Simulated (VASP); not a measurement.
# Sn (I4_1/amd) in VASP: notebook, part 2 of 2

VASP 6.6.1.

**3. Electric field gradients, r2SCAN (26.54 Å³/atom)**

Input file POSCAR:

```
Sn
1.0
   -2.9004039564      2.9004039564      1.5776871502
    2.9004039564     -2.9004039564      1.5776871502
    2.9004039564      2.9004039564     -1.5776871502
Sn
2
Direct
    0.7500000000      0.2500000000      0.5000000000
    0.0000000000      0.0000000000      0.0000000000
```

Input file INCAR.step1:

```
SYSTEM = Sn
PREC = Accurate
ENCUT = 520
ISMEAR = -1
SIGMA = 0.05
LREAL = .False.
LASPH = .True.
NELM = 80
NBANDS = 21
GGA = PE
ALGO = Normal
EDIFF = 1E-4
LWAVE = .True.
LCHARG = .False.
```

Input file INCAR.step2:

```
SYSTEM = Sn
PREC = Accurate
ENCUT = 520
EDIFF = 1E-8
ISMEAR = -1
SIGMA = 0.05
LREAL = .False.
LASPH = .True.
NELM = 80
ALGO = Normal
ISIF = 2
LWAVE = .False.
LCHARG = .False.
METAGGA = R2SCAN
LMIXTAU = .True.
LEFG = .True.
NBANDS = 21
ISTART = 1
```

Input file KPOINTS:

```
regular mesh
0
Gamma
  12 12 12
  0 0 0
```

Potentials or basis: VASP PAW PBE potentials, release 64 (Sn_d).

Started as:

```bash
$ cat potpaw_PBE.64/Sn_d/POTCAR > POTCAR
$ cp INCAR.step1 INCAR
$ mpirun -np 1 vasp_std > vasp.out
$ cp INCAR.step2 INCAR
$ mpirun -np 1 vasp_std > vasp.out
```

OUTCAR:

```text
SYSTEM = Sn
   PREC = Accurate
   ENCUT = 520
   EDIFF = 1E-8
   ISMEAR = -1
   LREAL = .False.
   LASPH = .True.
   NELM = 80
   ISIF = 2
   METAGGA = R2SCAN
   ISTART = 1

 ion  position               nearest neighbor table
   1  0.750  0.250  0.500-   2 3.01   2 3.01   2 3.01   2 3.01   2 3.74   2 3.74   2 3.74   2 3.74

   2  0.000  0.000  0.000-   1 3.01   1 3.01   1 3.01   1 3.01   1 3.74   1 3.74   1 3.74   1 3.74

  LATTYP: Found a body centered tetragonal cell.
 ALAT       =     5.8008079128
 C/A-ratio  =     0.5439542815

  Lattice vectors:

 A1 = (  -2.9004039564,   2.9004039564,   1.5776871502)
 A2 = (   2.9004039564,  -2.9004039564,   1.5776871502)
 A3 = (   2.9004039564,   2.9004039564,  -1.5776871502)

Analysis of symmetry for initial positions (statically):
=====================================================================
 Subroutine PRICEL returns:
[... 770 lines left out ...]
  energy-cutoff  :      520.00
  volume of cell :       53.09
      direct lattice vectors                 reciprocal lattice vectors
    -2.900403956  2.900403956  1.577687150     0.000000000  0.172389780  0.316919612
     2.900403956 -2.900403956  1.577687150     0.172389780  0.000000000  0.316919612
     2.900403956  2.900403956 -1.577687150     0.172389780  0.172389780  0.000000000

 POSITION                                       TOTAL-FORCE (eV/Angst)
 -----------------------------------------------------------------------------------
      0.00000      2.90040      0.78884         0.000000     -0.000000     -0.000000
      0.00000      0.00000      0.00000        -0.000000      0.000000      0.000000
 -----------------------------------------------------------------------------------
    total drift:                               -0.000000      0.000000     -0.000000

  FREE ENERGIE OF THE ION-ELECTRON SYSTEM (eV)
  ---------------------------------------------------
  free  energy   TOTEN  =       -49.2355798496 eV

  energy  without entropy=      -49.2289969686  energy(sigma->0) =      -49.23228841

 Electric field gradients (V/A^2)
---------------------------------------------------------------------
 ion       V_xx      V_yy      V_zz      V_xy      V_xz      V_yz
---------------------------------------------------------------------
   1     -21.170   -21.170    42.340     0.001     0.000     0.000
   2     -21.170   -21.170    42.340     0.001     0.000     0.000
---------------------------------------------------------------------

 Electric field gradients after diagonalization (V/A^2)
 (convention: |V_zz| > |V_xx| > |V_yy|)
----------------------------------------------------------------------
 ion       V_xx      V_yy      V_zz     asymmetry (V_yy - V_xx)/ V_zz
----------------------------------------------------------------------
   1     -21.170   -21.169    42.340       0.000
   2     -21.170   -21.169    42.340       0.000
----------------------------------------------------------------------

           NMR quadrupolar parameters

 Cq : quadrupolar parameter    Cq=e*Q*V_zz/h
 eta: asymmetry parameters     (V_yy - V_xx)/ V_zz
 Q  : nuclear electric quadrupole moment in mb (millibarn)
----------------------------------------------------------------------
 ion       Cq(MHz)       eta       Q (mb)
----------------------------------------------------------------------
   1       0.102       0.000       1.000
   2       0.102       0.000       1.000
----------------------------------------------------------------------
```

OUTCAR.step1:

```text
SYSTEM = Sn
   PREC = Accurate
   ENCUT = 520
   ISMEAR = -1
   LREAL = .False.
   LASPH = .True.
[... 801 lines left out ...]
      0.00000      2.90040      0.78884         0.000000     -0.000000     -0.000000
      0.00000      0.00000      0.00000        -0.000000      0.000000      0.000000
 -----------------------------------------------------------------------------------
    total drift:                               -0.000000      0.000000     -0.000000

  FREE ENERGIE OF THE ION-ELECTRON SYSTEM (eV)
  ---------------------------------------------------
  free  energy   TOTEN  =        -7.5754265640 eV

  energy  without entropy=       -7.5679693008  energy(sigma->0) =       -7.57169793
```

OSZICAR.step1:

```text
N       E                     dE             d eps       ncg     rms          rms(c)
DAV:   1     0.222159760213E+03    0.22216E+03   -0.14473E+04  6971   0.211E+03
DAV:   2     0.153833795523E+02   -0.20678E+03   -0.20239E+03  6891   0.457E+02
DAV:   3    -0.687254524718E+01   -0.22256E+02   -0.22083E+02  7942   0.135E+02
DAV:   4    -0.756965533700E+01   -0.69711E+00   -0.69668E+00  7785   0.262E+01
DAV:   5    -0.759783603732E+01   -0.28181E-01   -0.28180E-01  9696   0.497E+00    0.248E+00
DAV:   6    -0.758034027596E+01    0.17496E-01   -0.32458E-02  9294   0.254E+00    0.139E+00
DAV:   7    -0.757550880394E+01    0.48315E-02   -0.18923E-02  9340   0.198E+00    0.169E-01
DAV:   8    -0.757542290287E+01    0.85901E-04   -0.21302E-03  8505   0.606E-01    0.381E-02
DAV:   9    -0.757542656405E+01   -0.36612E-05   -0.49397E-05  4923   0.734E-02
   1 F= -.75754266E+01 E0= -.75716979E+01  d E =-.745726E-02
```

Wall time 7 min (1 thread of Intel Xeon 6975P-C (Granite Rapids), shared host); peak memory 0.31 GiB.

What came out:

```yaml
Free_energy: -49.2356 eV
Pressure: 2.2 GPa
Band_gap_on_the_k_mesh: zero (bands 14 and 15 overlap by 4.50 eV)
Largest_electric_field_gradient_by_atom: Sn +42.3 V/Å²
```

Levels at points of the mesh, in eV from the Fermi level:
```
           k point  band 12  band 13  band 14  band 15  band 16  band 17
(0.00, 0.00, 0.00)    -3.60    -2.24    -2.24     3.31     6.66     6.66
(0.50, 0.00, 0.00)    -5.71    -2.32    -1.94    -1.32     2.49     3.08
(0.50, 0.50, 0.00)    -9.44     0.54     0.54     1.84     1.84     6.54
(0.50, 0.50, 0.50)    -7.95    -5.18    -5.18     5.45     5.45    10.16
```

Electric field gradients, principal values (V/Å²):
```
atom    least   middle  greatest (by size)
1 Sn  -21.169  -21.170              42.340
2 Sn  -21.169  -21.170              42.340
```

Caveat: without QUAD_EFG the Cq values of the log hold for a quadrupole moment of 1 mb, not for the nuclei; the PAW data sets were made with another functional, which shifts forces and pressure a little; spin-orbit coupling is left out, which moves the levels of the heavy elements.

**4. Electric field gradients, r2SCAN (27.10 Å³/atom)**

This run uses another cell than the first one, of 27.10 Å³/atom.

Input file POSCAR:

```
Sn
1.0
   -2.9204073744      2.9204073744      1.5885680951
    2.9204073744     -2.9204073744      1.5885680951
    2.9204073744      2.9204073744     -1.5885680951
Sn
2
Direct
    0.7500000000      0.2500000000      0.5000000000
    0.0000000000      0.0000000000      0.0000000000
```

Input file INCAR.step1:

```
SYSTEM = Sn
  ALGO = Normal
  EDIFF = 1E-4
  ENCUT = 520
  GGA = PE
  ISMEAR = -1
  LASPH = .True.
  LCHARG = .False.
  LREAL = .False.
  LWAVE = .True.
  NBANDS = 21
  NELM = 60
  PREC = Accurate
  SIGMA = 0.05
```

Input file INCAR.step2:

```
SYSTEM = Sn
  ALGO = Normal
  EDIFF = 1E-8
  ENCUT = 520
  ISIF = 2
  ISMEAR = -1
  ISTART = 1
  LASPH = .True.
  LCHARG = .False.
  LEFG = .True.
  LMIXTAU = .True.
  LREAL = .False.
  LWAVE = .False.
  METAGGA = R2SCAN
  NBANDS = 21
  NELM = 60
  PREC = Accurate
  SIGMA = 0.05
```

Input file KPOINTS:

```
k-points
0
Gamma
  12 12 12
  0 0 0
```

Potentials or basis: VASP PAW PBE potentials, release 64 (Sn_d).

Started as:

```bash
$ cat potpaw_PBE.64/Sn_d/POTCAR > POTCAR
$ cp INCAR.step1 INCAR
$ mpirun -np 1 vasp_std > vasp.out
$ cp INCAR.step2 INCAR
$ mpirun -np 1 vasp_std > vasp.out
```

OUTCAR:

```text
SYSTEM = Sn
   EDIFF = 1E-8
   ENCUT = 520
   ISIF = 2
   ISMEAR = -1
   ISTART = 1
   LASPH = .True.
   LREAL = .False.
   METAGGA = R2SCAN
   NELM = 60
   PREC = Accurate

 ion  position               nearest neighbor table
   1  0.750  0.250  0.500-   2 3.03   2 3.03   2 3.03   2 3.03
   2  0.000  0.000  0.000-   1 3.03   1 3.03   1 3.03   1 3.03

  LATTYP: Found a body centered tetragonal cell.
 ALAT       =     5.8408147488
 C/A-ratio  =     0.5439542815

  Lattice vectors:

[... 791 lines left out ...]
  FREE ENERGIE OF THE ION-ELECTRON SYSTEM (eV)
  ---------------------------------------------------
  free  energy   TOTEN  =       -49.2471383171 eV

  energy  without entropy=      -49.2403160843  energy(sigma->0) =      -49.24372720

 Electric field gradients (V/A^2)
---------------------------------------------------------------------
 ion       V_xx      V_yy      V_zz      V_xy      V_xz      V_yz
---------------------------------------------------------------------
   1     -20.701   -20.701    41.401     0.001     0.001     0.001
   2     -20.701   -20.701    41.401     0.001     0.001     0.001
---------------------------------------------------------------------

 Electric field gradients after diagonalization (V/A^2)
 (convention: |V_zz| > |V_xx| > |V_yy|)
----------------------------------------------------------------------
 ion       V_xx      V_yy      V_zz     asymmetry (V_yy - V_xx)/ V_zz
----------------------------------------------------------------------
   1     -20.702   -20.699    41.401       0.000
   2     -20.702   -20.699    41.401       0.000
----------------------------------------------------------------------

           NMR quadrupolar parameters

 Cq : quadrupolar parameter    Cq=e*Q*V_zz/h
 eta: asymmetry parameters     (V_yy - V_xx)/ V_zz
 Q  : nuclear electric quadrupole moment in mb (millibarn)
----------------------------------------------------------------------
 ion       Cq(MHz)       eta       Q (mb)
----------------------------------------------------------------------
   1       0.100       0.000       1.000
   2       0.100       0.000       1.000
----------------------------------------------------------------------
```

Run time: 6.9 min. Hardware: 1 thread of Intel Xeon 6975P-C (Granite Rapids), shared host; peak memory 0.32 GiB.

Results:

```yaml
Free_energy: -49.2471 eV
Pressure: 1.0 GPa
Band_gap_on_the_k_mesh: zero (bands 14 and 15 overlap by 4.39 eV)
Largest_electric_field_gradient_by_atom: Sn +41.4 V/Å²
```

Levels at points of the mesh, in eV from the Fermi level:
```
           k point  band 11  band 12  band 13  band 14  band 15  band 16  band 17  band 18
(0.00, 0.00, 0.00)   -11.68    -3.66    -2.17    -2.17     3.34     6.55     6.55     7.27
(0.50, 0.00, 0.00)    -7.19    -5.63    -2.33    -1.88    -1.27     2.51     3.03     4.98
(0.50, 0.50, 0.00)    -9.32    -9.32     0.54     0.54     1.80     1.80     6.45     6.45
(0.50, 0.50, 0.50)    -7.89    -7.89    -5.05    -5.05     5.38     5.38     9.94     9.94
```

Electric field gradients, principal values (V/Å²):
```
atom    least   middle  greatest (by size)
1 Sn  -20.699  -20.702              41.401
2 Sn  -20.699  -20.702              41.401
```

Caveat: without QUAD_EFG the Cq values of the log hold for a quadrupole moment of 1 mb, not for the nuclei; the PAW data sets were made with another functional, which shifts forces and pressure a little; spin-orbit coupling is left out, which moves the levels of the heavy elements.
